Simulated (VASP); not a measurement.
Here is a VASP 6.6.1 calculation.

INCAR

```
  PREC = Accurate
  ENCUT = 520
  EDIFF = 1E-6
  ISMEAR = 0
  SIGMA = 0.05
  LREAL = False
  LASPH = True
  NELM = 60
  ALGO = Normal
  ISIF = 2
  LWAVE = False
  LCHARG = False
  GGA = PE
  IVDW = 12
  NBANDS = 49
```

File KPOINTS:

```
Automatic mesh
0
Gamma
  10 10 2
```

File POSCAR:

```
MoS2
1.0
   -1.5764743774     -2.7305337185      0.0000000000
    1.5764743774     -2.7305337185      0.0000000000
    0.0000000000      0.0000000000     23.9896049492
Mo S
3 6
Direct
    1.0000000000      1.0000000000      0.6249351760
    0.3333333333      0.3333333333      0.1250073952
    0.6666666667      0.6666666667      0.3749712856
    1.0000000000      1.0000000000      0.4401182657
    0.3333333333      0.3333333333      0.6900821562
    0.6666666667      0.6666666667      0.1901543753
    1.0000000000      1.0000000000      0.3097604538
    0.3333333333      0.3333333333      0.5597243443
    0.6666666667      0.6666666667      0.0597965634
```

Potentials or basis: VASP PAW PBE potentials, release 64 (Mo_sv, S).

Launch:

```sh
$ cat potpaw_PBE.64/Mo_sv/POTCAR potpaw_PBE.64/S/POTCAR > POTCAR
$ mpirun -np 1 vasp_std > vasp.out
```

Question: Predict the dispersion energy per atom.

Answer: -0.400 eV.

Question: Predict the largest force.

Answer: 0.062 eV/Å.

Question: Estimate the band gap on the k mesh.

Answer: 1.02 eV, indirect (least direct gap 1.88 eV).

Forces on the atoms (eV/Å):
```
Mo   0.000  0.000 -0.053
Mo   0.000  0.000  0.036
Mo   0.000  0.000  0.009
S    0.000  0.000 -0.021
S    0.000  0.000  0.062
S    0.000  0.000  0.001
S    0.000  0.000  0.012
S    0.000  0.000  0.004
S    0.000  0.000 -0.051
```
